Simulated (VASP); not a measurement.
# TiPt3 (Pm-3m) in VASP: notebook, part 2 of 3

VASP 6.6.1. The steps go on from the part before.

## (3) Single point, PBEsol (volume scaled by 1.02)

File INCAR:

```
SYSTEM = TiPt3
ALGO     = Fast           ! electronic algorithm
EDIFF    = 1E-6           ! SCF threshold, eV
ENCUT    = 520            ! plane-wave cutoff, eV
GGA      = PS             ! functional
ISIF     = 2              ! what is computed and relaxed
ISMEAR   = -1             ! smearing method
LASPH    = .TRUE.         ! aspherical terms in the spheres
LCHARG   = .TRUE.         ! write CHGCAR
LELF     = .TRUE.         ! ELF
LREAL    = .FALSE.        ! projectors in reciprocal space
LVHAR    = .TRUE.       
LWAVE    = .FALSE.        ! write WAVECAR
NBANDS   = 29             ! bands
NELM     = 60             ! most SCF steps
PREC     = Accurate       ! precision mode
SIGMA    = 0.05           ! smearing width, eV
```

File KPOINTS:

```
k-points
0
G
  7 7 7
  0 0 0
```

File POSCAR:

```
TiPt3
1.0
    3.9228086992      0.0000000000      0.0000000000
    0.0000000000      3.9228086992      0.0000000000
    0.0000000000      0.0000000000      3.9228086992
Pt Ti
3 1
Direct
    0.5000000000      0.5000000000      0.0000000000
    0.5000000000      0.0000000000      0.5000000000
    0.0000000000      0.5000000000      0.5000000000
    0.0000000000      0.0000000000      0.0000000000
```

Potentials or basis: VASP PAW PBE potentials, release 64 (Pt, Ti_sv).

Command:

```bash
$ cat potpaw_PBE.64/Pt/POTCAR potpaw_PBE.64/Ti_sv/POTCAR > POTCAR
$ mpirun -np 1 vasp_std > vasp.out
```

It took 75 s on 1 thread of Intel Xeon Platinum 8259CL at 2.50GHz (Skylake/Cascade Lake), shared host; peak memory 0.18 GiB.

It converged, with:

- Free energy: -32.7417 eV
- Pressure: -4.8 GPa
- Band gap on the k mesh: zero (band 21 reaches 12.72 eV, above the bottom of band 22 at 11.25 eV)

Levels at points of the mesh, in eV from the Fermi level:
| k point | band 17 | band 18 | band 19 | band 20 | band 21 | band 22 | band 23 | band 24 | band 25 | band 26 |
| --- | --- | --- | --- | --- | --- | --- | --- | --- | --- | --- |
| (0.00, 0.00, 0.00) | -0.54 | 0.00 | 0.00 | 0.00 | 1.35 | 1.35 | 1.53 | 1.53 | 1.53 | 1.98 |

Caveat: the PAW data sets were made with another functional, which shifts forces and pressure a little; spin-orbit coupling is left out, which moves the levels of the heavy elements.

## (4) Single point, PBEsol (volume scaled by 1.04)

File INCAR:

```
SYSTEM = TiPt3
PREC     = Accurate       ! precision mode
ENCUT    = 520            ! plane-wave cutoff, eV
EDIFF    = 1E-7           ! SCF threshold, eV
ISMEAR   = -1             ! smearing method
SIGMA    = 0.05           ! smearing width, eV
LREAL    = .False.        ! projectors in reciprocal space
LASPH    = .True.         ! aspherical terms in the spheres
NELM     = 80             ! most SCF steps
ALGO     = Normal         ! electronic algorithm
ISIF     = 2              ! what is computed and relaxed
LWAVE    = .False.        ! write WAVECAR
LCHARG   = .False.        ! write CHGCAR
GGA      = PS             ! functional
NBANDS   = 29             ! bands
```

File KPOINTS:

```
Automatic mesh
0
Gamma
  7 7 7
  0 0 0
```

File POSCAR:

```
TiPt3
1.0
    3.9482821967      0.0000000000      0.0000000000
    0.0000000000      3.9482821967      0.0000000000
    0.0000000000      0.0000000000      3.9482821967
Pt Ti
3 1
Direct
    0.5000000000      0.5000000000      0.0000000000
    0.5000000000      0.0000000000      0.5000000000
    0.0000000000      0.5000000000      0.5000000000
    0.0000000000      0.0000000000      0.0000000000
```

Potentials or basis: VASP PAW PBE potentials, release 64 (Pt, Ti_sv).

Command:

```bash
$ cat potpaw_PBE.64/Pt/POTCAR potpaw_PBE.64/Ti_sv/POTCAR > POTCAR
$ mpirun -np 1 vasp_std > vasp.out
```

OUTCAR:

```text
SYSTEM = TiPt3
   PREC = Accurate
   ENCUT = 520
   EDIFF = 1E-7
   ISMEAR = -1
   LREAL = .False.
   LASPH = .True.
   NELM = 80
   ISIF = 2
   GGA = PS

 ion  position               nearest neighbor table
   1  0.500  0.500  0.000-   2 2.79   3 2.79   4 2.79   2 2.79   3 2.79   2 2.79   4 2.79   2 2.79
                             3 2.79   4 2.79   3 2.79   4 2.79
   2  0.500  0.000  0.500-   1 2.79   3 2.79   4 2.79   1 2.79   4 2.79   1 2.79   3 2.79   1 2.79
                             3 2.79   4 2.79   4 2.79   3 2.79
   3  0.000  0.500  0.500-   1 2.79   2 2.79   4 2.79   1 2.79   4 2.79   2 2.79   4 2.79   4 2.79
                             1 2.79   2 2.79   1 2.79   2 2.79
   4  0.000  0.000  0.000-   1 2.79   2 2.79   3 2.79   2 2.79   3 2.79   1 2.79   3 2.79   3 2.79
                             1 2.79   2 2.79   2 2.79   1 2.79

  LATTYP: Found a simple cubic cell.
 ALAT       =     3.9482821967

  Lattice vectors:

 A1 = (   3.9482821967,   0.0000000000,   0.0000000000)
 A2 = (   0.0000000000,   3.9482821967,   0.0000000000)
 A3 = (   0.0000000000,   0.0000000000,   3.9482821967)

Analysis of symmetry for initial positions (statically):
=====================================================================
 Subroutine PRICEL returns:
 Original cell was already a primitive cell.

 Routine SETGRP: Setting up the symmetry group for a
 simple cubic supercell.

 Subroutine GETGRP returns: Found 48 space group operations
 (whereof 48 operations were pure point group operations)
 out of a pool of 48 trial point group operations.

The static configuration has the point symmetry O_h .

Analysis of symmetry for dynamics (positions and initial velocities):
=====================================================================
 Subroutine PRICEL returns:
 Original cell was already a primitive cell.

[... 121 lines left out ...]
   ISMEAR =    -1;   SIGMA  =   0.05  broadening in eV -4-tet -1-fermi 0-gaus
   EFERMI_NEDOS =   21; number of points for ismear=-14 and -15
   IALGO  =     38    algorithm
   IMIX   =      4    mixing-type and parameters
     AMIX     =   0.40;   BMIX     =  1.00
     AMIX_MAG =   1.60;   BMIX_MAG =  1.00
  volume/ion in A,a.u.               =      15.39       103.84
  Fermi-wavevector in a.u.,A,eV,Ry     =   1.441285  2.723633 28.263399  2.077301
  Thomas-Fermi vector in A             =   2.559934
   LORBIT       =      0    0 simple, 1 ext, 2 COOP (PROOUT), +10 PAW based schemes
   GGA     = PS    functional components
   LHFCALC =     F    Hartree Fock is set to
   AEXX    =    0.0000 exact exchange contribution
   IVDW    =     0    specifies the selected vdW correction
   LEPSILON=     F    determine dielectric tensor
   LRPA    =     F    only Hartree local field effects (RPA)
 non-spin polarized calculation
  energy-cutoff  :      520.00
  volume of cell :       61.55
 maximum number of plane-waves:      1675
 NGX is ok and might be reduce to    30
   NGX = 15   NGY = 15   NGZ = 15

 number of electron      42.0000003 magnetization

 Free energy of the ion-electron system (eV)
  ---------------------------------------------------
  ext. energy  EPLUGINS =         0.00000000
  ---------------------------------------------------
  free energy    TOTEN  =       -32.69000105 eV

  energy without entropy =      -32.67708898  energy(sigma->0) =      -32.68354502

 E-fermi :  11.0208     XC(G=0): -13.1973

 val. band max:       11.0178764249   @ k =   0.4286   0.0000   0.0000
 cond. band min:      11.1001748819   @ k =   0.4286   0.1429   0.1429
 fundamental gap:      0.0822984570
 Fermi energy:        11.0208104099

 k-point     1 :       0.0000    0.0000    0.0000
  band No.  band energies     occupation
      1     -46.9716      2.00000
      2     -23.2794      2.00000
      3     -23.2794      2.00000
      4     -23.2794      2.00000
      5       1.1042      2.00000
      6       3.9642      2.00000
[... 629 lines left out ...]
     28      12.7130      0.00000
     29      16.4126      0.00000

------------------------ aborting loop because EDIFF is reached ----------------------------------------

  FORCE on cell =-STRESS in cart. coord.  units (eV):
  Direction    XX          YY          ZZ          XY          YZ          ZX
  --------------------------------------------------------------------------------------
  -------------------------------------------------------------------------------------
  Total       -3.5768597     -3.5768597     -3.5768597      0.0000000     -0.0000000      0.0000000
  in kB      -93.1081990    -93.1081990    -93.1081990      0.0000000     -0.0000000      0.0000000
  external PRESSURE =     -93.1081990 kB  Pullay stress =       0.0000000 kB

 VOLUME and BASIS-vectors are now :
 -----------------------------------------------------------------------------
  energy-cutoff  :      520.00
  volume of cell :       61.55
      direct lattice vectors                 reciprocal lattice vectors
     3.948282197  0.000000000  0.000000000     0.253274703  0.000000000  0.000000000
     0.000000000  3.948282197  0.000000000     0.000000000  0.253274703  0.000000000
     0.000000000  0.000000000  3.948282197     0.000000000  0.000000000  0.253274703

 POSITION                                       TOTAL-FORCE (eV/Angst)
 -----------------------------------------------------------------------------------
      1.97414      1.97414      0.00000         0.000000      0.000000      0.000000
      1.97414      0.00000      1.97414         0.000000      0.000000      0.000000
      0.00000      1.97414      1.97414         0.000000      0.000000      0.000000
      0.00000      0.00000      0.00000         0.000000      0.000000      0.000000
 -----------------------------------------------------------------------------------
    total drift:                                0.000000      0.000000     -0.000000

  FREE ENERGIE OF THE ION-ELECTRON SYSTEM (eV)
  ---------------------------------------------------
  free  energy   TOTEN  =       -32.6900010532 eV

  energy  without entropy=      -32.6770889808  energy(sigma->0) =      -32.68354502
```

stdout:

```text
POSCAR found type information on POSCAR PtTi
 POSCAR found :  2 types and       4 ions
 scaLAPACK will be used
 -----------------------------------------------------------------------------
|                                                                             |
|                                                                             |
|     You enforced a specific xc type in the INCAR file but a different       |
|     I HOPE YOU KNOW WHAT YOU ARE DOING!                                     |
|                                                                             |
 -----------------------------------------------------------------------------

 LDA part: xc-table for (Slater+PW92), standard interpolation
 POSCAR, INCAR and KPOINTS ok, starting setup
 FFT: planning ... GRIDC
 FFT: planning ... GRID_SOFT
 FFT: planning ... GRID
 WAVECAR not read
 entering main loop
```

Wall time 36 s (1 thread of Intel Xeon Platinum 8259CL at 2.50GHz (Skylake/Cascade Lake), shared host); peak memory 0.18 GiB.

Results:

```yaml
Free_energy: -32.6900 eV
Pressure: -9.3 GPa
Band_gap_on_the_k_mesh: zero (band 21 reaches 12.33 eV, above the bottom of band 22 at 10.92 eV)
```

Caveat: the PAW data sets were made with another functional, which shifts forces and pressure a little; spin-orbit coupling is left out, which moves the levels of the heavy elements.

(Part 2 of 3 ends here.)
